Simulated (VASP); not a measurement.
Here is a VASP 6.6.1 calculation.

INCAR

```
SYSTEM = SnTe
ALGO = Normal
EDIFF = 1E-6
ENCUT = 520
GGA = PS
ISIF = 2
ISMEAR = -1
LASPH = .True.
LCHARG = .False.
LREAL = .False.
LWAVE = .False.
NBANDS = 17
NELM = 60
PREC = Accurate
SIGMA = 0.05
```

File KPOINTS:

```
k-points
0
Gamma
  7 7 7
  0 0 0
```

The input POSCAR:

```
SnTe
1.0
    0.0000000000      3.1422553140      3.1422553140
    3.1422553140      0.0000000000      3.1422553140
    3.1422553140      3.1422553140      0.0000000000
Te Sn
1 1
Direct
    0.5000000000      0.5000000000      0.5000000000
    0.0000000000      0.0000000000      0.0000000000
```

Potentials or basis: VASP PAW PBE potentials, release 64 (Te, Sn_d).

Launch:

```bash
$ cat potpaw_PBE.64/Te/POTCAR potpaw_PBE.64/Sn_d/POTCAR > POTCAR
$ mpirun -np 1 vasp_std > vasp.out
```

Question: What does it give for the pressure?

Answer: 0.0 GPa.

Caveat: the PAW data sets were made with another functional, which shifts forces and pressure a little.
